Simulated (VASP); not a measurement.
Crystal: Ge.

```
Ge
1.0
     1.48805   -2.59469    0.00000
     1.48805    2.59469    0.00000
     0.00000    0.00000    4.72760
Ge
2
Direct
  0.33345 0.66655 0.25000
  0.66655 0.33345 0.75000
```

This isn't the form of Ge at room conditions, which is diamond.

| Item | Value |
| --- | --- |
| Program | VASP 6.6.1 |
| Task | relaxation of cell and atoms |
| Functional | PBEsol |
| Potentials or basis | VASP PAW PBE potentials, release 64 (Ge_d) |
| Cutoff | 600 eV |
| k mesh | 10 × 10 × 6 |
| Occupations | fermi-dirac, width 0.05 eV |
| Spin | no spin polarisation |

At the start: pressure 0.7 GPa; volume 18.25 Å³/atom.

How do energy, volume and symmetry change on relaxing?

Over 18 steps the energy falls by 2.9 meV/atom and the volume is 18.37 Å³/atom (+0.6 %); space group P6_3/mmc (No. 194, to 0.1 Å) before and after.

Step by step:
```
step  energy change (eV)  largest force (eV/Å)  pressure (GPa)  volume (Å³)
   1              0.0000                0.0006            0.67        36.51
   2             -0.0040                0.0018           -0.29        36.91
   3             -0.0042                0.0032           -0.80        37.13
   4             -0.0043                0.0028           -0.46        37.05
   5             -0.0043                0.0029           -0.80        37.08
   6             -0.0043                0.0029           -0.62        37.06
   7             -0.0055                0.0052           -0.14        36.78
   8             -0.0055                0.0053           -0.17        36.79
   9             -0.0056                0.0055            0.29        36.69
  10             -0.0056                0.0060           -0.07        36.71
  11             -0.0056                0.0053            0.00        36.70
  12             -0.0056                0.0054            0.01        36.70
  13             -0.0056                0.0053            0.12        36.69
  14             -0.0057                0.0059            0.16        36.71
  15             -0.0057                0.0061            0.05        36.73
  16             -0.0057                0.0061           -0.13        36.73
  17             -0.0057                0.0066            0.01        36.73
  18             -0.0058                0.0065            0.00        36.74
```

Final structure:
```
Ge
1.0
     1.47045   -2.59409    0.00000
     1.47045    2.59409    0.00000
     0.00000    0.00000    4.81578
Ge
2
Direct
  0.33375 0.66624 0.25000
  0.66624 0.33375 0.75000
```

Caveat: the PAW data sets were made with another functional, which shifts forces and pressure a little.
